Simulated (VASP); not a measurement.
Wanted: the native input for a VASP 6.6.1 run.

| Property | Result |
| --- | --- |
| Task | single point |
| Functional | PBE |
| Potentials or basis | VASP PAW PBE potentials, release 64 (Si, N) |
| Cutoff | 520 eV |
| k mesh | 4 × 4 × 9 |
| Occupations | fermi-dirac, width 0.02 eV |
| Spin | no spin polarisation |
| Dipole correction | no |
| Further INCAR settings | ALGO = Normal; EDIFF = 1e-06; NBANDS = 45 |

The structure of Si3N4 lies in POSCAR:

```
Si3N4
1.0
    7.6170000000      0.0000000000      0.0000000000
   -3.8085000000      6.5965155006      0.0000000000
    0.0000000000      0.0000000000      2.9134000000
Si N
6 8
Direct
    0.1740483666      0.7679428916      0.2500000000
    0.4061054750      0.1740483666      0.7500000000
    0.2320571084      0.4061054750      0.2500000000
    0.8259516334      0.2320571084      0.7500000000
    0.5938945250      0.8259516334      0.2500000000
    0.7679428916      0.5938945250      0.7500000000
    0.3333333333      0.6666666667      0.2500000000
    0.6666666667      0.3333333333      0.7500000000
    0.3297879503      0.0300001295      0.2500000000
    0.2997878208      0.3297879503      0.7500000000
    0.9699998705      0.2997878208      0.2500000000
    0.6702120497      0.9699998705      0.7500000000
    0.7002121792      0.6702120497      0.2500000000
    0.0300001295      0.7002121792      0.7500000000
```

The input as run:

INCAR

```
PREC = Accurate
ENCUT = 520
EDIFF = 1E-6
ISMEAR = -1
SIGMA = 0.02
LREAL = F
LASPH = T
NELM = 60
ALGO = Normal
ISIF = 2
LWAVE = F
LCHARG = F
GGA = PE
NBANDS = 45
```

KPOINTS

```
Automatic mesh
0
Gamma
  4 4 9
```

Potentials or basis: VASP PAW PBE potentials, release 64 (Si, N).

Command:

```sh
$ cat potpaw_PBE.64/Si/POTCAR potpaw_PBE.64/N/POTCAR > POTCAR
$ mpirun -np 1 vasp_std > vasp.out
```

Results of the run:

| Quantity | Value |
| --- | --- |
| Pressure | 3.7 GPa |
| Largest force | 0.004 eV/Å |
| Band gap on the k mesh | 4.31 eV, indirect (least direct gap 4.49 eV) |

Run time: 2.7 min on 1 thread of Intel Xeon 6975P-C, with other jobs on the host, peak memory 0.31 GiB.
